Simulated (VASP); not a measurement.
# H21O10F in VASP: further runs, part 2 of 2

VASP 6.6.1. Earlier steps stand in the parts before.

## Step 4: Single point, r2SCAN+D3(BJ)

File POSCAR:

```
H21O10F
1.0
    7.5723370000      0.0000000000      0.0000000000
    0.0000000000      7.5723370000      0.0000000000
    0.0000000000      0.0000000000      7.5723370000
O H F
10 21 1
Direct
    0.1106131436      0.6785883935      0.5124573827
    0.2330456238      0.7952894859      0.1612051867
    0.7548396222      0.0611832252      0.8755289153
    0.5730067217      0.8587837546      0.6617639970
    1.0066905369      0.0416780183      0.6225951117
    0.3656070774      0.2657435875      0.3612359038
    0.7161197395      0.3730684464      0.3136416142
    0.3006469469      0.6319317273      0.7956592529
    0.0347580938      0.1495311157      0.2536205137
    0.6847687841     -0.0900778716      0.2639343706
    0.1001804331      0.8085614784      0.5198263099
    0.1761807484      0.6578154142      0.4056211444
    0.3401063635      0.8417480627      0.1141919595
    0.1920014917      0.7371040143      0.0548575691
    0.6928640392      0.1685344960      0.8953114474
    0.6553723111      0.0064048919      0.8097764270
    0.6230837323      0.8458551171      0.5451949642
    0.4929521758      0.7593296495      0.6837519249
    0.9537874503      0.1215740926      0.5458684683
    0.9114491339      0.0318659880      0.7148387611
    0.3568779361      0.2529205977      0.4881452054
    0.5003475149      0.2697185823      0.3519917299
    0.7622217553      0.4875113192      0.3471451416
    0.8048373970      0.2884710493      0.3039748495
    0.2361490251      0.6310601337      0.6764226156
    0.3050313265      0.5104104585      0.8372448294
    0.0596909514      0.0207201555      0.2272085883
    0.1503234735      0.1884094699      0.2900425589
    0.8088520096     -0.0822863536      0.2645286389
    0.6517010535     -0.0190958221      0.1609806854
    0.1574018695      0.1439449935      0.6990708417
    0.2590217525      0.2251484581      0.7176252193
```

File INCAR.step1:

```
SYSTEM = H21O10F
  ALGO = Normal
  EDIFF = 1E-4
  ENCUT = 520
  GGA = PE
  ISMEAR = -1
  LASPH = .True.
  LCHARG = .False.
  LREAL = Auto
  LWAVE = .True.
  NBANDS = 66
  NELM = 80
  PREC = Accurate
  SIGMA = 0.05
```

File INCAR.step2:

```
SYSTEM = H21O10F
  ALGO = Normal
  EDIFF = 1E-7
  ENCUT = 520
  ISIF = 2
  ISMEAR = -1
  ISTART = 1
  IVDW = 12
  LASPH = .True.
  LCHARG = .False.
  LMIXTAU = .True.
  LREAL = Auto
  LWAVE = .False.
  METAGGA = R2SCAN
  NBANDS = 66
  NELM = 80
  PREC = Accurate
  SIGMA = 0.05
  VDW_A1 = 0.49484001
  VDW_A2 = 5.73083694
  VDW_S6 = 1.0
  VDW_S8 = 0.78981345
```

File KPOINTS:

```
k-points
0
Gamma
  1 1 1
  0 0 0
```

Potentials or basis: VASP PAW PBE potentials, release 64 (O, H, F).

Launch:

```bash
cat potpaw_PBE.64/O/POTCAR potpaw_PBE.64/H/POTCAR potpaw_PBE.64/F/POTCAR > POTCAR
cp INCAR.step1 INCAR
mpirun -np 1 vasp_gam > vasp.out
cp INCAR.step2 INCAR
mpirun -np 1 vasp_gam > vasp.out
```

OUTCAR:

```text
SYSTEM = H21O10F
   EDIFF = 1E-7
   ENCUT = 520
   ISIF = 2
   ISMEAR = -1
   ISTART = 1
   IVDW = 12
   LASPH = .True.
   LREAL = Auto
   METAGGA = R2SCAN
   NELM = 80
   PREC = Accurate
 IVDW          = 12

 ion  position               nearest neighbor table
   1  0.111  0.679  0.512-  12 0.96  11 0.99
   2  0.233  0.795  0.161-  13 0.95  14 0.97
   3  0.755  0.061  0.876-  15 0.95  16 0.99
   4  0.573  0.859  0.662-  17 0.97  18 0.98
   5  0.007  0.042  0.623-  19 0.93  20 1.01
[... 322 lines left out ...]
  -------------------------------------------------------------------------------------
  Total      -1.16838    -2.71340    -1.86339     0.32833    -0.61799     0.64696
  in kB      -4.31125   -10.01232    -6.87580     1.21153    -2.28035     2.38726
  external pressure =       -7.07 kB  Pullay stress =        0.00 kB

 VOLUME and BASIS-vectors are now :
 -----------------------------------------------------------------------------
  energy-cutoff  :      520.00
  volume of cell :      434.20
      direct lattice vectors                 reciprocal lattice vectors
     7.572337000  0.000000000  0.000000000     0.132059627  0.000000000  0.000000000
     0.000000000  7.572337000  0.000000000     0.000000000  0.132059627  0.000000000
     0.000000000  0.000000000  7.572337000     0.000000000  0.000000000  0.132059627

 POSITION                                       TOTAL-FORCE (eV/Angst)
 -----------------------------------------------------------------------------------
      0.83760      5.13850      3.88050        -0.196186      0.811466      0.095257
      1.76470      6.02220      1.22070        -0.658636     -0.172913     -0.171620
      5.71590      0.46330      6.62980        -1.025292     -0.471315     -0.264729
      4.33900      6.50300      5.01110        -0.233543     -0.285529     -0.019653
      0.05066      0.31560      4.71450         0.023407     -1.428496      2.159672
      2.76850      2.01230      2.73540         2.127951     -0.117751      0.284420
[... 24 lines left out ...]
      1.19190      1.09000      5.29360         0.271241      0.263230     -0.254843
      1.96140      1.70490      5.43410        -0.136642     -0.173788      0.167496
 -----------------------------------------------------------------------------------
    total drift:                               -0.004415      0.000631     -0.013101

  FREE ENERGIE OF THE ION-ELECTRON SYSTEM (eV)
  ---------------------------------------------------
  free  energy   TOTEN  =      -166.9098060459 eV

  energy  without entropy=     -166.9098060459  energy(sigma->0) =     -166.90980605
```

Wall time 2.1 min (1 thread of Intel Xeon 6975P-C (Granite Rapids), shared host); peak memory 0.46 GiB.

What came out:

```
Free energy                : -166.9098 eV
Pressure                   : -0.7 GPa
Largest force              : 2.589 eV/Å
Band gap on the k mesh     : 5.12 eV
Dispersion energy per atom : -0.012 eV
```

Forces in eV/Å, atoms in the order of the input:
```
O   -0.196  0.811  0.095
O   -0.659 -0.173 -0.172
O   -1.025 -0.471 -0.265
O   -0.234 -0.286 -0.020
O    0.023 -1.428  2.160
O    2.128 -0.118  0.284
O   -1.920  1.303  0.244
O   -0.165 -0.196 -0.634
O   -0.531 -2.227 -0.324
O   -1.418  0.257 -0.304
H   -0.089 -0.712  0.090
H    0.198  0.029 -0.501
H    0.836  0.449  0.224
H   -0.311 -0.303 -0.104
H    0.376  1.509  0.555
H    0.661 -1.160 -0.282
H   -0.198  0.092 -0.170
H    0.110  0.227  0.189
H   -0.552  1.428 -2.031
H    0.610 -0.026  0.057
H   -0.545 -0.054  0.290
H   -1.827  0.356 -0.473
H    0.154 -0.513 -0.101
H    2.045 -1.039 -0.244
H    0.195 -0.058  1.258
H   -0.032  0.269 -0.378
H   -0.149  1.750  0.119
H    0.854  0.512  0.098
H    1.280  0.069 -0.008
H    0.245 -0.386  0.434
H    0.271  0.263 -0.255
F   -0.137 -0.174  0.167
```

Caveat: the k points lie up to 0.83 Å⁻¹ apart; the PAW data sets were made with another functional, which shifts forces and pressure a little.
